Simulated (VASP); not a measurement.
# In (I4/mmm) in VASP: single point with PBE

Aim: the single point of In with PBE.

Everything below comes from runs of VASP 6.6.1. Logs are shortened: lines on timing, memory, paths and dates and some standing lists are left out, and cuts for length are marked.

## 1. The cell of the first run

It takes space group I4/mmm (No. 139, tetragonal). The conventional cell has a = 3.306 Å, b = 3.306 Å, c = 5.032 Å, α = 90.00°, β = 90.00°, γ = 90.00°. Within 4.3 Å of In (site symmetry 4/mmm) lie 12 In at 3.31 to 3.43 Å.

## 2. Single point, PBE

File INCAR:

```
SYSTEM = In
  ALGO = Normal
  EDIFF = 1E-6
  ENCUT = 520
  GGA = PE
  ISIF = 2
  ISMEAR = -1
  LASPH = .TRUE.
  LCHARG = .FALSE.
  LREAL = .FALSE.
  LWAVE = .FALSE.
  NBANDS = 12
  NELM = 80
  PREC = Accurate
  SIGMA = 0.02
```

File KPOINTS:

```
k-points
0
G
  20 20 20
  0 0 0
```

File POSCAR:

```
In
1.0
   -1.6531123589      1.6531123589      2.5157671579
    1.6531123589     -1.6531123589      2.5157671579
    1.6531123589      1.6531123589     -2.5157671579
In
1
Direct
    0.0000000000      0.0000000000      0.0000000000
```

Potentials or basis: VASP PAW PBE potentials, release 64 (In_d).

On the command line:

```console
$ cat potpaw_PBE.64/In_d/POTCAR > POTCAR
$ mpirun -np 1 vasp_std > vasp.out
```

OUTCAR:

```text
SYSTEM = In
   EDIFF = 1E-6
   ENCUT = 520
   GGA = PE
   ISIF = 2
   ISMEAR = -1
   LASPH = .TRUE.
   LREAL = .FALSE.
   NELM = 80
   PREC = Accurate

 ion  position               nearest neighbor table
   1  0.000  0.000  0.000-

  LATTYP: Found a body centered tetragonal cell.
 ALAT       =     3.3062247178
 C/A-ratio  =     1.5218367610

  Lattice vectors:

 A1 = (  -1.6531123589,   1.6531123589,   2.5157671579)
 A2 = (   1.6531123589,  -1.6531123589,   2.5157671579)
 A3 = (   1.6531123589,   1.6531123589,  -2.5157671579)

Analysis of symmetry for initial positions (statically):
=====================================================================
 Subroutine PRICEL returns:
 Original cell was already a primitive cell.

 Routine SETGRP: Setting up the symmetry group for a
 body centered tetragonal supercell.

 Subroutine GETGRP returns: Found 16 space group operations
 (whereof 16 operations were pure point group operations)
 out of a pool of 16 trial point group operations.

The static configuration has the point symmetry D_4h.

Analysis of symmetry for dynamics (positions and initial velocities):
=====================================================================
 Subroutine PRICEL returns:
 Original cell was already a primitive cell.

 Routine SETGRP: Setting up the symmetry group for a
 body centered tetragonal supercell.

 Subroutine GETGRP returns: Found 16 space group operations
 (whereof 16 operations were pure point group operations)
 out of a pool of 16 trial point group operations.

The dynamic configuration has the point symmetry D_4h.

 Subroutine INISYM returns: Found 16 space group operations
 (whereof 16 operations are pure point group operations),
 and found     1 'primitive' translations

----------------------------------------------------------------------------------------

                                     Primitive cell

  volume of cell :      27.5002

  direct lattice vectors                    reciprocal lattice vectors
    -1.653112359  1.653112359  2.515767158     0.000000000  0.302459780  0.198746533
     1.653112359 -1.653112359  2.515767158     0.302459780  0.000000000  0.198746533
     1.653112359  1.653112359 -2.515767158     0.302459780  0.302459780  0.000000000

  length of vectors
     3.434333317  3.434333317  3.434333317     0.361914496  0.361914496  0.427742723

  position of ions in fractional coordinates (direct lattice)
     0.000000000  0.000000000  0.000000000

  ion indices of the primitive-cell ions
   primitive index   ion index
                 1           1

----------------------------------------------------------------------------------------

 KPOINTS: k-points

Automatic generation of k-mesh.
 Grid dimensions read from file:
 generate k-points for:   20   20   20

 Generating k-lattice:

  Cartesian coordinates                     Fractional coordinates (reciprocal lattice)
     0.000000000  0.015122989  0.009937327     0.050000000  0.000000000 -0.000000000
     0.015122989  0.000000000  0.009937327     0.000000000  0.050000000 -0.000000000
     0.015122989  0.015122989  0.000000000     0.000000000  0.000000000  0.050000000

  Length of vectors
     0.018095725  0.018095725  0.021387136

  Shift w.r.t. Gamma in fractional coordinates (k-lattice)
     0.000000000  0.000000000  0.000000000

 Subroutine IBZKPT returns following result:
 ===========================================

 Found    641 irreducible k-points:

 Following reciprocal coordinates:
            Coordinates               Weight
  0.000000  0.000000  0.000000      1.000000
  0.050000  0.000000 -0.000000      8.000000
  0.100000 -0.000000  0.000000      8.000000
  0.150000  0.000000  0.000000      8.000000
  0.200000 -0.000000  0.000000      8.000000
  0.250000  0.000000 -0.000000      8.000000
[... 16 lines left out ...]
 -0.400000  0.050000  0.000000     16.000000
 -0.350000  0.050000  0.000000     16.000000
 [... further k-points ...]
   k-points           NKPTS =    641   k-points in BZ     NKDIM =    641   number of bands    NBANDS=     12
   number of dos      NEDOS =    301   number of ions     NIONS =      1
   total plane-waves  NPLWV =  21952
   dimension x,y,z NGX =    28 NGY =   28 NGZ =   28
   dimension x,y,z NGXF=    56 NGYF=   56 NGZF=   56
   ions per type =               1
   NGX,Y,Z   is equivalent  to a cutoff of  13.55, 13.55, 13.55 a.u.
   NGXF,Y,Z  is equivalent  to a cutoff of  27.11, 27.11, 27.11 a.u.
 SYSTEM =  In
   PREC   = accura    normal or accurate (medium, high low for compatibility)
   ISTART =      0    job   : 0-new  1-cont  2-samecut
   ICHARG =      2    charge: 1-file 2-atom 10-const
   ISPIN  =      1    spin polarized calculation?
   LNONCOLLINEAR =      F non collinear calculations
   LSORBIT =      F    spin-orbit coupling
   LASPH  =      T    aspherical Exc in radial PAW
   ENCUT  =  520.0 eV  38.22 Ry    6.18 a.u.   6.39  6.39  6.39*2*pi/ulx,y,z
   NELM   =     80;   NELMIN=  2; NELMDL= -5     # of ELM steps
   EDIFF  = 0.1E-05   stopping-criterion for ELM
   LREAL  =      F    real-space projection
   EDIFFG = 0.1E-04   stopping-criterion for IOM
   NSW    =      0    number of steps for IOM
   IBRION =     -1    ionic relax: 0-MD 1-quasi-New 2-CG
   NFREE  =      0    steps in history (QN), initial steepest desc. (CG)
   ISIF   =      2    stress and relaxation
   ISYM   =      2    0-nonsym 1-usesym 2-fastsym
   POTIM  = 0.5000    time-step for ionic-motion
   TEBEG  =    0.0;   TEEND  =   0.0 temperature during run
   PSTRESS=    0.0 pullay stress
   NELECT =      13.0000    total number of electrons
   NUPDOWN=      -1.0000    fix difference up-down
   EMIN   =  10.00;   EMAX   =-10.00  energy-range for DOS
   EFERMI =   0.00;   METHOD = LEGACY
   ISMEAR =    -1;   SIGMA  =   0.02  broadening in eV -4-tet -1-fermi 0-gaus
   EFERMI_NEDOS =   21; number of points for ismear=-14 and -15
   IALGO  =     38    algorithm
   IMIX   =      4    mixing-type and parameters
     AMIX     =   0.40;   BMIX     =  1.00
     AMIX_MAG =   1.60;   BMIX_MAG =  1.00
  volume/ion in A,a.u.               =      27.50       185.58
  Fermi-wavevector in a.u.,A,eV,Ry     =   1.275296  2.409959 22.128231  1.626379
  Thomas-Fermi vector in A             =   2.408016
   LORBIT       =      0    0 simple, 1 ext, 2 COOP (PROOUT), +10 PAW based schemes
   GGA     = PE    functional components
   LHFCALC =     F    Hartree Fock is set to
   AEXX    =    0.0000 exact exchange contribution
   IVDW    =     0    specifies the selected vdW correction
   LEPSILON=     F    determine dielectric tensor
   LRPA    =     F    only Hartree local field effects (RPA)
 non-spin polarized calculation
  energy-cutoff  :      520.00
  volume of cell :       27.50
 maximum number of plane-waves:       760
 NGX is ok and might be reduce to    28
   NGX = 13   NGY = 13   NGZ = 13

 number of electron      12.9999996 magnetization

 Free energy of the ion-electron system (eV)
  ---------------------------------------------------
  ext. energy  EPLUGINS =         0.00000000
  ---------------------------------------------------
  free energy    TOTEN  =        -2.55999328 eV

  energy without entropy =       -2.55932303  energy(sigma->0) =       -2.55965816

 E-fermi :   6.9686     XC(G=0): -10.0178

 val. band max:        6.9624502717   @ k =   0.2500   0.2500   0.2500
 cond. band min:       6.9709006529   @ k =   0.3000   0.1000   0.0500
 fundamental gap:      0.0084503812
 Fermi energy:         6.9685805838

 k-point     1 :       0.0000    0.0000    0.0000
  band No.  band energies     occupation
      1      -7.6794      2.00000
      2      -7.5867      2.00000
      3      -7.5867      2.00000
      4      -7.5173      2.00000
      5      -7.4254      2.00000
      6      -2.2375      2.00000
      7      17.0656      0.00000
      8      17.0656      0.00000
      9      17.2135      0.00000
     10      18.4393      0.00000
     11      20.4957      0.00000
     12      20.6519      0.00000

 k-point     2 :       0.0500    0.0000   -0.0000
  band No.  band energies     occupation
      1      -7.6756      2.00000
      2      -7.5867      2.00000
      3      -7.5831      2.00000
      4      -7.5168      2.00000
      5      -7.4268      2.00000
      6      -2.1848      2.00000
      7      16.3918      0.00000
      8      16.9981      0.00000
      9      17.0345      0.00000
     10      18.2686      0.00000
     11      20.7177      0.00000
     12      20.7954      0.00000

 k-point     3 :       0.1000   -0.0000    0.0000
  band No.  band energies     occupation
      1      -7.6661      2.00000
      2      -7.5876      2.00000
      3      -7.5734      2.00000
      4      -7.5134      2.00000
      5      -7.4303      2.00000
      6      -2.0264      2.00000
      7      14.8951      0.00000
      8      16.6803      0.00000
      9      16.8255      0.00000
     10      18.1579      0.00000
     11      20.8373      0.00000
     12      21.1938      0.00000
[... 286 lines left out ...]
 k-point    23 :      -0.4000    0.0500    0.0000
  band No.  band energies     occupation
      1      -7.6570      2.00000
      2      -7.6325      2.00000
      3      -7.5635      2.00000
      4      -7.3840      2.00000
      5      -7.3437      2.00000
      6       0.9950      2.00000
      7       6.1540      2.00000
      8      14.1096      0.00000
      9      15.5930      0.00000
     10      17.6199      0.00000
     11      18.7438      0.00000
     12      20.3345      0.00000

 k-point    24 :      -0.3500    0.0500    0.0000
  band No.  band energies     occupation
      1      -7.6489      2.00000
      2      -7.6252      2.00000
      3      -7.5551      2.00000
      4      -7.4075      2.00000
      5      -7.3716      2.00000
      6       0.2212      2.00000
      7       7.5105      0.00000
      8      14.2924      0.00000
      9      15.7552      0.00000
     10      17.8908      0.00000
     11      19.0679      0.00000
     12      20.2731      0.00000

 [... further k-points ...]
[... 5 lines left out ...]
  --------------------------------------------------------------------------------------
  -------------------------------------------------------------------------------------
  Total        0.0167173      0.0167173     -0.0415040      0.0000000     -0.0000000      0.0000000
  in kB        0.9739609      0.9739609     -2.4180493      0.0000000     -0.0000000      0.0000000
  external PRESSURE =      -0.1567091 kB  Pullay stress =       0.0000000 kB

 VOLUME and BASIS-vectors are now :
 -----------------------------------------------------------------------------
  energy-cutoff  :      520.00
  volume of cell :       27.50
      direct lattice vectors                 reciprocal lattice vectors
    -1.653112359  1.653112359  2.515767158     0.000000000  0.302459780  0.198746533
     1.653112359 -1.653112359  2.515767158     0.302459780  0.000000000  0.198746533
     1.653112359  1.653112359 -2.515767158     0.302459780  0.302459780  0.000000000

 POSITION                                       TOTAL-FORCE (eV/Angst)
 -----------------------------------------------------------------------------------
      0.00000      0.00000      0.00000        -0.000000      0.000000      0.000000
 -----------------------------------------------------------------------------------
    total drift:                                0.000000     -0.000000     -0.000000

  FREE ENERGIE OF THE ION-ELECTRON SYSTEM (eV)
  ---------------------------------------------------
  free  energy   TOTEN  =        -2.5599932843 eV

  energy  without entropy=       -2.5593230299  energy(sigma->0) =       -2.55965816
```

Wall time 3.6 min (1 thread of Intel Xeon Platinum 8375C at 2.90GHz (Ice Lake), shared host); peak memory 0.32 GiB.

Results:

```
Free energy : -2.5600 eV
Pressure    : 0.0 GPa
```

Stress tensor (GPa, compression positive):
```
 0.10  0.00  0.00
 0.00  0.10  0.00
 0.00  0.00 -0.24
```

Levels at points of the mesh, in eV from the Fermi level:
| k point | band 3 | band 4 | band 5 | band 6 | band 7 | band 8 | band 9 | band 10 |
| --- | --- | --- | --- | --- | --- | --- | --- | --- |
| (0.00, 0.00, 0.00) | -14.56 | -14.49 | -14.39 | -9.21 | 10.10 | 10.10 | 10.24 | 11.47 |
| (0.50, 0.00, 0.00) | -14.54 | -14.32 | -14.28 | -4.28 | -3.16 | 7.25 | 8.78 | 10.98 |
| (0.50, 0.50, 0.00) | -14.32 | -14.30 | -14.22 | -1.81 | -1.77 | 3.43 | 3.86 | 6.77 |
| (0.50, 0.50, 0.50) | -14.30 | -14.28 | -14.28 | -2.98 | -2.49 | 4.60 | 4.60 | 7.90 |

Caveat: spin-orbit coupling is left out, which moves the levels of the heavy elements.
